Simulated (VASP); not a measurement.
# CaO in VASP: a series of runs

CaO is run at these levels: r2SCAN; tasks: single point.

All numbers are computed with VASP 6.6.1; they aren't measurements. Logs are shortened: lines on timing, memory, paths and dates and some standing lists are left out, and cuts for length are marked.

## Step 1: The cell of the first run

The structure is tetragonal, space group I4/mmm (No. 139). Conventional cell: a = 3.372 Å, b = 3.372 Å, c = 4.795 Å, α = 90.00°, β = 90.00°, γ = 90.00°. Within 3.1 Å of Ca (site symmetry 4/mmm) lie 6 O at 2.38 to 2.40 Å. O (site symmetry 4/mmm) has 6 Ca at 2.38 to 2.40 Å within 3.1 Å.

## Step 2: Single point, r2SCAN (biaxial xy strain -0.5%)

POSCAR reads:

```
CaO
1.0
    0.0000000000      2.3846033482      2.3975501188
    2.3846033482      0.0000000000      2.3975501188
    2.3846033482      2.3846033482      0.0000000000
Ca O
1 1
Direct
    0.0000000000      0.0000000000      0.0000000000
    0.5000000000      0.5000000000      0.5000000000
```

INCAR.step1 reads:

```
SYSTEM = CaO
  PREC = Accurate
  ENCUT = 1480
  ISMEAR = 0
  SIGMA = 0.01
  LREAL = .False.
  LASPH = .True.
  NELM = 120
  NBANDS = 15
  GGA = PE
  ALGO = Normal
  EDIFF = 1E-5
  LWAVE = .True.
  LCHARG = .False.
  GGA_COMPAT = .False.
```

INCAR.step2 reads:

```
SYSTEM = CaO
  PREC = Accurate
  ENCUT = 1480
  EDIFF = 1E-6
  ISMEAR = 0
  SIGMA = 0.01
  LREAL = .False.
  LASPH = .True.
  NELM = 120
  ALGO = Normal
  ISIF = 2
  LWAVE = .False.
  LCHARG = .True.
  METAGGA = R2SCAN
  LMIXTAU = .True.
  LELF = .True.
  LVHAR = .True.
  NBANDS = 15
  ISTART = 1
  GGA_COMPAT = .False.
```

KPOINTS reads:

```
regular mesh
0
Gamma
  10 10 10
  0 0 0
```

Potentials or basis: VASP PAW PBE potentials, release 64 (Ca_sv, O_h).

Started as:

```
$ cat potpaw_PBE.64/Ca_sv/POTCAR potpaw_PBE.64/O_h/POTCAR > POTCAR
$ cp INCAR.step1 INCAR
$ mpirun -np 1 vasp_std > vasp.out
$ cp INCAR.step2 INCAR
$ mpirun -np 1 vasp_std > vasp.out
```

OUTCAR:

```text
SYSTEM = CaO
   PREC = Accurate
   ENCUT = 1480
   EDIFF = 1E-6
   ISMEAR = 0
   LREAL = .False.
   LASPH = .True.
   NELM = 120
   ISIF = 2
   METAGGA = R2SCAN
   ISTART = 1

 ion  position               nearest neighbor table
   1  0.000  0.000  0.000-
   2  0.500  0.500  0.500-

  LATTYP: Found a body centered tetragonal cell.
 ALAT       =     3.3723383959
 C/A-ratio  =     1.4218917779

  Lattice vectors:

 A1 = (  -2.3846033482,   0.0000000000,   2.3975501188)
 A2 = (   2.3846033482,   0.0000000000,   2.3975501188)
 A3 = (   0.0000000000,   2.3846033482,  -2.3975501188)

Analysis of symmetry for initial positions (statically):
=====================================================================
 Subroutine PRICEL returns:
 Original cell was already a primitive cell.

 Routine SETGRP: Setting up the symmetry group for a
 body centered tetragonal supercell.

 Subroutine GETGRP returns: Found 16 space group operations
 (whereof 16 operations were pure point group operations)
 out of a pool of 16 trial point group operations.

The static configuration has the point symmetry D_4h.

Analysis of symmetry for dynamics (positions and initial velocities):
=====================================================================
 Subroutine PRICEL returns:
 Original cell was already a primitive cell.

 Routine SETGRP: Setting up the symmetry group for a
 body centered tetragonal supercell.

 Subroutine GETGRP returns: Found 16 space group operations
 (whereof 16 operations were pure point group operations)
 out of a pool of 16 trial point group operations.

The dynamic configuration has the point symmetry D_4h.

 Subroutine INISYM returns: Found 16 space group operations
 (whereof 16 operations are pure point group operations),
 and found     1 'primitive' translations

----------------------------------------------------------------------------------------

                                     Primitive cell

  volume of cell :      27.2665

  direct lattice vectors                    reciprocal lattice vectors
     0.000000000  2.384603348  2.397550119    -0.209678478  0.209678478  0.208546214
     2.384603348  0.000000000  2.397550119     0.209678478 -0.209678478  0.208546214
     2.384603348  2.384603348  0.000000000     0.209678478  0.209678478 -0.208546214

  length of vectors
     3.381505538  3.381505538  3.372338396     0.362521243  0.362521243  0.362521243

  position of ions in fractional coordinates (direct lattice)
     0.000000000  0.000000000  0.000000000
     0.500000000  0.500000000  0.500000000

  ion indices of the primitive-cell ions
   primitive index   ion index
                 1           1
                 2           2

----------------------------------------------------------------------------------------

 KPOINTS: regular mesh

Automatic generation of k-mesh.
 Grid dimensions read from file:
 generate k-points for:   10   10   10

 Generating k-lattice:

  Cartesian coordinates                     Fractional coordinates (reciprocal lattice)
    -0.020967848  0.020967848  0.020854621     0.100000000 -0.000000000  0.000000000
     0.020967848 -0.020967848  0.020854621    -0.000000000  0.100000000  0.000000000
     0.020967848  0.020967848 -0.020854621     0.000000000  0.000000000  0.100000000

  Length of vectors
     0.036252124  0.036252124  0.036252124

  Shift w.r.t. Gamma in fractional coordinates (k-lattice)
     0.000000000  0.000000000  0.000000000

 Subroutine IBZKPT returns following result:
 ===========================================

 Found    102 irreducible k-points:

 Following reciprocal coordinates:
            Coordinates               Weight
  0.000000  0.000000  0.000000      1.000000
  0.100000 -0.000000  0.000000      8.000000
  0.200000 -0.000000  0.000000      8.000000
  0.300000 -0.000000  0.000000      8.000000
  0.400000 -0.000000  0.000000      8.000000
  0.500000 -0.000000  0.000000      4.000000
[... 16 lines left out ...]
  0.300000  0.300000  0.000000      2.000000
  0.400000  0.300000  0.000000      8.000000
 [... further k-points ...]
   k-points           NKPTS =    102   k-points in BZ     NKDIM =    102   number of bands    NBANDS=     15
   number of dos      NEDOS =    301   number of ions     NIONS =      2
   total plane-waves  NPLWV =  74088
   dimension x,y,z NGX =    42 NGY =   42 NGZ =   42
   dimension x,y,z NGXF=    84 NGYF=   84 NGZF=   84
   ions per type =               1   1
   NGX,Y,Z   is equivalent  to a cutoff of  20.65, 20.65, 20.70 a.u.
   NGXF,Y,Z  is equivalent  to a cutoff of  41.30, 41.30, 41.41 a.u.
 SYSTEM =  CaO
   PREC   = accura    normal or accurate (medium, high low for compatibility)
   ISTART =      1    job   : 0-new  1-cont  2-samecut
   ICHARG =      0    charge: 1-file 2-atom 10-const
   ISPIN  =      1    spin polarized calculation?
   LNONCOLLINEAR =      F non collinear calculations
   LSORBIT =      F    spin-orbit coupling
   LASPH  =      T    aspherical Exc in radial PAW
   ENCUT  = 1480.0 eV 108.78 Ry   10.43 a.u.  10.61 10.61 10.58*2*pi/ulx,y,z
   NELM   =    120;   NELMIN=  2; NELMDL=  0     # of ELM steps
   EDIFF  = 0.1E-05   stopping-criterion for ELM
   LREAL  =      F    real-space projection
   EDIFFG = 0.1E-04   stopping-criterion for IOM
   NSW    =      0    number of steps for IOM
   IBRION =     -1    ionic relax: 0-MD 1-quasi-New 2-CG
   NFREE  =      0    steps in history (QN), initial steepest desc. (CG)
   ISIF   =      2    stress and relaxation
   ISYM   =      2    0-nonsym 1-usesym 2-fastsym
   POTIM  = 0.5000    time-step for ionic-motion
   TEBEG  =    0.0;   TEEND  =   0.0 temperature during run
   PSTRESS=    0.0 pullay stress
   NELECT =      16.0000    total number of electrons
   NUPDOWN=      -1.0000    fix difference up-down
   EMIN   =  10.00;   EMAX   =-10.00  energy-range for DOS
   EFERMI =   0.00;   METHOD = LEGACY
   ISMEAR =     0;   SIGMA  =   0.01  broadening in eV -4-tet -1-fermi 0-gaus
   EFERMI_NEDOS =   21; number of points for ismear=-14 and -15
   IALGO  =     38    algorithm
   IMIX   =      4    mixing-type and parameters
     AMIX     =   0.40;   BMIX     =  1.00
     AMIX_MAG =   1.60;   BMIX_MAG =  1.00
  volume/ion in A,a.u.               =      13.63        92.00
  Fermi-wavevector in a.u.,A,eV,Ry     =   1.370581  2.590023 25.558453  1.878493
  Thomas-Fermi vector in A             =   2.496355
   LORBIT       =      0    0 simple, 1 ext, 2 COOP (PROOUT), +10 PAW based schemes
   METAGGA = R2SCAN    functional components
   LHFCALC =     F    Hartree Fock is set to
   AEXX    =    0.0000 exact exchange contribution
   IVDW    =     0    specifies the selected vdW correction
   LEPSILON=     F    determine dielectric tensor
   LRPA    =     F    only Hartree local field effects (RPA)
 non-spin polarized calculation
 Gauss-broadening in eV      SIGMA  =   0.01
  energy-cutoff  :     1480.00
  volume of cell :       27.27
 maximum number of plane-waves:      3547
   NGX = 21   NGY = 21   NGZ = 21

 number of electron      16.0000000 magnetization

 Free energy of the ion-electron system (eV)
  ---------------------------------------------------
  ext. energy  EPLUGINS =         0.00000000
  ---------------------------------------------------
  free energy    TOTEN  =       -19.46322940 eV

  energy without entropy =      -19.46322940  energy(sigma->0) =      -19.46322940

 E-fermi :   2.4472     XC(G=0): -11.1715

 val. band max:        2.3995779120   @ k =   0.0000   0.0000   0.0000
 cond. band min:       6.5774455670   @ k =   0.5000   0.0000   0.5000
 fundamental gap:      4.1778676551
 Fermi energy:         2.4472276815

 k-point     1 :       0.0000    0.0000    0.0000
  band No.  band energies     occupation
      1     -36.5836      2.00000
      2     -16.4650      2.00000
      3     -16.4611      2.00000
      4     -16.4611      2.00000
      5     -14.1125      2.00000
      6       2.3853      2.00000
      7       2.3996      2.00000
      8       2.3996      2.00000
      9       7.9747      0.00000
     10       9.2729      0.00000
     11       9.3099      0.00000
     12       9.3099      0.00000
     13      10.9014      0.00000
     14      10.9513      0.00000
     15      18.2903      0.00000

 k-point     2 :       0.1000   -0.0000    0.0000
  band No.  band energies     occupation
      1     -36.5732      2.00000
      2     -16.6406      2.00000
      3     -16.4691      2.00000
      4     -16.4658      2.00000
      5     -13.9289      2.00000
      6       2.0458      2.00000
      7       2.2495      2.00000
      8       2.2577      2.00000
      9       8.4305      0.00000
     10       9.2598      0.00000
     11       9.4667      0.00000
     12       9.4877      0.00000
     13      11.1512      0.00000
     14      11.2030      0.00000
     15      18.7160      0.00000

 k-point     3 :       0.2000   -0.0000    0.0000
  band No.  band energies     occupation
      1     -36.5458      2.00000
      2     -17.0223      2.00000
      3     -16.4832      2.00000
      4     -16.4784      2.00000
      5     -13.5322      2.00000
      6       1.2804      2.00000
      7       1.9099      2.00000
      8       1.9156      2.00000
      9       9.2264      0.00000
     10       9.5524      0.00000
     11       9.9651      0.00000
     12       9.9797      0.00000
     13      11.8012      0.00000
     14      11.8573      0.00000
     15      19.3778      0.00000

 k-point     4 :       0.3000   -0.0000    0.0000
  band No.  band energies     occupation
      1     -36.5118      2.00000
      2     -17.4013      2.00000
      3     -16.5005      2.00000
      4     -16.4937      2.00000
      5     -13.1328      2.00000
      6       0.5002      2.00000
      7       1.5359      2.00000
      8       1.5385      2.00000
      9       9.4909      0.00000
     10      10.6521      0.00000
     11      10.6576      0.00000
     12      10.7146      0.00000
     13      12.6290      0.00000
     14      12.6890      0.00000
     15      19.0197      0.00000
[... 307 lines left out ...]
 k-point    22 :      -0.2000    0.2000    0.0000
  band No.  band energies     occupation
      1     -36.5002      2.00000
      2     -17.3449      2.00000
      3     -16.6494      2.00000
      4     -16.4817      2.00000
      5     -13.1504      2.00000
      6       0.4840      2.00000
      7       1.3749      2.00000
      8       1.7695      2.00000
      9       9.2258      0.00000
     10      10.3753      0.00000
     11      10.4656      0.00000
     12      11.3300      0.00000
     13      12.9709      0.00000
     14      13.2283      0.00000
     15      19.3749      0.00000

 k-point    23 :       0.3000    0.3000    0.0000
  band No.  band energies     occupation
      1     -36.4909      2.00000
      2     -17.1271      2.00000
      3     -16.6160      2.00000
      4     -16.6160      2.00000
      5     -13.5389      2.00000
      6       0.6475      2.00000
      7       2.0676      2.00000
      8       2.0676      2.00000
      9       7.3216      0.00000
     10      10.3769      0.00000
     11      11.6908      0.00000
     12      11.7520      0.00000
     13      11.7520      0.00000
     14      13.7223      0.00000
     15      20.9983      0.00000

 k-point    24 :       0.4000    0.3000    0.0000
  band No.  band energies     occupation
      1     -36.4697      2.00000
      2     -17.1869      2.00000
      3     -16.6714      2.00000
      4     -16.6392      2.00000
      5     -13.5465      2.00000
      6       0.7118      2.00000
      7       1.8541      2.00000
      8       1.9514      2.00000
      9       7.2879      0.00000
     10      10.9385      0.00000
     11      12.0178      0.00000
     12      12.0604      0.00000
     13      12.2058      0.00000
     14      14.1585      0.00000
     15      19.2927      0.00000

 [... further k-points ...]
[... 5 lines left out ...]
  --------------------------------------------------------------------------------------
  -------------------------------------------------------------------------------------
  Total        0.4545208      0.4545208      0.2761210      0.0000000      0.0000000      0.0000000
  in kB       26.7075696     26.7075696     16.2248276      0.0000000      0.0000000      0.0000000
  external PRESSURE =      23.2133223 kB  Pullay stress =       0.0000000 kB

 VOLUME and BASIS-vectors are now :
 -----------------------------------------------------------------------------
  energy-cutoff  :     1480.00
  volume of cell :       27.27
      direct lattice vectors                 reciprocal lattice vectors
     0.000000000  2.384603348  2.397550119    -0.209678478  0.209678478  0.208546214
     2.384603348  0.000000000  2.397550119     0.209678478 -0.209678478  0.208546214
     2.384603348  2.384603348  0.000000000     0.209678478  0.209678478 -0.208546214

 POSITION                                       TOTAL-FORCE (eV/Angst)
 -----------------------------------------------------------------------------------
      0.00000      0.00000      0.00000        -0.000000      0.000000      0.000000
      2.38460      2.38460      2.39755         0.000000     -0.000000      0.000000
 -----------------------------------------------------------------------------------
    total drift:                               -0.000000     -0.000000     -0.000000

  FREE ENERGIE OF THE ION-ELECTRON SYSTEM (eV)
  ---------------------------------------------------
  free  energy   TOTEN  =       -19.4632293962 eV

  energy  without entropy=      -19.4632293962  energy(sigma->0) =      -19.46322940
```

Run time: 13 min. Hardware: 1 thread of Intel Xeon Platinum 8259CL at 2.50GHz (Skylake/Cascade Lake), shared host; peak memory 0.44 GiB.

Results:

```yaml
Free_energy: -19.4632 eV
Pressure: 2.3 GPa
Band_gap_on_the_k_mesh: 4.18 eV (least direct gap 4.55 eV)
```

Levels at points of the mesh, in eV from the valence-band top:
| k point | band 4 | band 5 | band 6 | band 7 | band 8 | band 9 | band 10 | band 11 | band 12 | band 13 |
| --- | --- | --- | --- | --- | --- | --- | --- | --- | --- | --- |
| (0.00, 0.00, 0.00) | -18.86 | -16.51 | -0.01 | 0.00 | 0.00 | 5.58 | 6.87 | 6.91 | 6.91 | 8.50 |
| (0.50, 0.00, 0.00) | -18.91 | -15.15 | -2.65 | -1.24 | -1.24 | 7.78 | 9.14 | 9.15 | 9.36 | 11.31 |
| (0.50, 0.50, 0.00) | -19.10 | -16.29 | -1.31 | -0.36 | -0.36 | 4.20 | 8.89 | 9.74 | 10.35 | 10.35 |
| (0.50, 0.00, 0.50) | -19.10 | -16.29 | -1.28 | -0.39 | -0.37 | 4.18 | 8.90 | 9.74 | 10.34 | 10.38 |

Caveat: the cell differs from its parent crystal (biaxial xy strain -0.5%); the PAW data sets were made with another functional, which shifts forces and pressure a little.

## Step 3: Single point, r2SCAN (epitaxial 111 strain -1.6%)

POSCAR reads:

```
CaO
1.0
    0.0411374376      2.3993677344      2.3993677344
    2.3993677344      0.0411374376      2.3993677344
    2.3993677344      2.3993677344      0.0411374376
Ca O
1 1
Direct
    0.0000000000      0.0000000000      0.0000000000
    0.5000000000      0.5000000000      0.5000000000
```

INCAR.step1 reads:

```
PREC = Accurate
ENCUT = 1480
ISMEAR = 0
SIGMA = 0.01
LREAL = F
LASPH = T
NELM = 120
NBANDS = 15
GGA = PE
ALGO = Normal
EDIFF = 1E-5
LWAVE = T
LCHARG = F
GGA_COMPAT = F
```

INCAR.step2 reads:

```
PREC = Accurate
ENCUT = 1480
EDIFF = 1E-6
ISMEAR = 0
SIGMA = 0.01
LREAL = F
LASPH = T
NELM = 120
ALGO = Normal
ISIF = 2
LWAVE = F
LCHARG = F
METAGGA = R2SCAN
LMIXTAU = T
NBANDS = 15
ISTART = 1
GGA_COMPAT = F
```

KPOINTS reads:

```
regular mesh
0
Gamma
  10 10 10
```

Potentials or basis: VASP PAW PBE potentials, release 64 (Ca_sv, O_h).

Started as:

```
$ cat potpaw_PBE.64/Ca_sv/POTCAR potpaw_PBE.64/O_h/POTCAR > POTCAR
$ cp INCAR.step1 INCAR
$ mpirun -np 1 vasp_std > vasp.out
$ cp INCAR.step2 INCAR
$ mpirun -np 1 vasp_std > vasp.out
```

Wall time 9.6 min (1 thread of Intel Xeon Platinum 8488C (Sapphire Rapids), shared host); peak memory 0.54 GiB.

Results (log left out):

| Quantity | Value |
| --- | --- |
| Free energy | -19.4502 eV |
| Pressure | 4.0 GPa |
| Band gap on the k mesh | 4.15 eV (least direct gap 4.50 eV) |

Stress tensor (GPa, compression positive):
```
 3.96 -1.42 -1.42
-1.42  3.96 -1.42
-1.42 -1.42  3.96
```

Levels at points of the mesh, in eV from the valence-band top:
```
           k point  band 6  band 7  band 8  band 9  band 10  band 11
(0.00, 0.00, 0.00)   -0.09    0.00    0.00    5.64     6.74     6.98
(0.50, 0.00, 0.00)   -2.71   -1.39   -1.25    7.80     9.13     9.34
(0.50, 0.50, 0.00)   -1.31   -0.44   -0.36    4.15     8.95     9.77
(0.50, 0.50, 0.50)   -2.71   -1.20   -1.20    7.75     9.08     9.08
```

Caveat: the cell differs from its parent crystal (epitaxial 111 strain -1.6%); the cell stands under pressure; the PAW data sets were made with another functional, which shifts forces and pressure a little. A k mesh can miss the band edges.
